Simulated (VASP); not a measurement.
Wanted: the native input for a VASP 6.6.1 run.

```
Task                   : single point
Functional             : PBEsol
Potentials or basis    : VASP PAW PBE potentials, release 64 (Si, Ti_sv)
Cutoff                 : 520 eV
k mesh                 : 2 × 2 × 2
Occupations            : fermi-dirac, width 0.05 eV
Spin                   : no spin polarisation
Dipole correction      : no
Further INCAR settings : LREAL = Auto; ALGO = Normal; EDIFF = 1e-06; NBANDS = 52
```

The structure of TiSi16 (a cell with a defect) lies in POSCAR:

```
TiSi16
1.0
    0.0000000000      5.4300000000      5.4300000000
    5.4300000000      0.0000000000      5.4300000000
    5.4300000000      5.4300000000      0.0000000000
Si Ti
16 1
Direct
   -0.0101079190     -0.0096541436      0.0249193370
    0.1261581031      0.1265614180      0.1230938306
    0.0105992634      0.0100272560      0.4955826888
    0.1150283610      0.1146530387      0.6532267035
    0.0129405157      0.5002329650     -0.0177858195
    0.1261164825      0.6196424494      0.1232794659
    0.0103150092      0.4815671271      0.4957993554
    0.1561112339      0.6173104972      0.6068561694
    0.4998164825      0.0133174033     -0.0176579190
    0.6191678637      0.1265833333      0.1233643646
    0.4821197053      0.0098968692      0.4958854512
    0.6179279006      0.1554417127      0.6070448435
    0.4997540516      0.5002089319     -0.0173682320
    0.6376011971      0.6380857274      0.0818984346
    0.5160928177      0.5155197053      0.4508670350
    0.6177733886      0.6174286372      0.6074525783
    0.7765736648      0.7760232044      0.6693670350
```

These files were run (other wordings do the same):

INCAR

```
  ALGO = Normal
  EDIFF = 1E-6
  ENCUT = 520
  GGA = PS
  ISIF = 2
  ISMEAR = -1
  LASPH = T
  LCHARG = F
  LREAL = Auto
  LWAVE = F
  NBANDS = 52
  NELM = 100
  PREC = Accurate
  SIGMA = 0.05
```

KPOINTS

```
k-points
0
Gamma
  2 2 2
```

Potentials or basis: VASP PAW PBE potentials, release 64 (Si, Ti_sv).

Command:

```sh
$ cat potpaw_PBE.64/Si/POTCAR potpaw_PBE.64/Ti_sv/POTCAR > POTCAR
$ mpirun -np 1 vasp_std > vasp.out
```

It gave:

```yaml
Pressure: 2.3 GPa
Largest_force: 2.186 eV/Å
Band_gap_on_the_k_mesh: zero (bands 38 and 39 overlap by 0.26 eV)
```

Caveat: the k points lie up to 0.50 Å⁻¹ apart; the PAW data sets were made with another functional, which shifts forces and pressure a little.

It took 2.3 min on 1 thread of Intel(R) Xeon(R) 6975P-C (Granite Rapids), with other jobs on the host, peak memory 0.49 GiB.
